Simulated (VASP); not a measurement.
Here is a VASP 6.6.1 calculation.

File INCAR:

```
ALGO = Normal ; EDIFF = 1E-6
ENCUT = 520 ; GGA = PE
ISIF = 2 ; ISMEAR = 0
LASPH = True ; LCHARG = False
LREAL = False ; LWAVE = False
NBANDS = 21 ; NELM = 80
PREC = Accurate ; SIGMA = 0.1
```

KPOINTS

```
k-points
0
Gamma
  4 4 8
```

File POSCAR:

```
Si
1.0
    6.3573697100      0.0000000000      0.0000000000
    0.0000000000      6.3573697100      0.0000000000
    0.0000000000      0.0000000000      2.5476850917
Si
6
Direct
    0.1341962643      0.3658037357      0.0000000000
    0.3658037357      0.8658037357      0.0000000000
    0.8658037357      0.6341962643      0.0000000000
    0.6341962643      0.1341962643      0.0000000000
    0.0000000000      0.0000000000      0.0000000000
    0.5000000000      0.5000000000      0.0000000000
```

Potentials or basis: VASP PAW PBE potentials, release 64 (Si).

Run with:

```console
$ cat potpaw_PBE.64/Si/POTCAR > POTCAR
$ mpirun -np 1 vasp_std > vasp.out
```

**Question.** What does it give for the pressure?

**Answer.** -0.1 GPa.

**Question.** What does it give for the band gap on the k mesh?

**Answer.** Zero (band 12 reaches 9.20 eV, above the bottom of band 13 at 5.87 eV).

**Question.** Estimate the largest force.

**Answer.** 0.010 eV/Å.

Forces on the atoms (eV/Å):
```
Si  -0.007  0.007  0.000
Si   0.007  0.007  0.000
Si   0.007 -0.007  0.000
Si  -0.007 -0.007  0.000
Si   0.000  0.000  0.000
Si   0.000  0.000  0.000
```
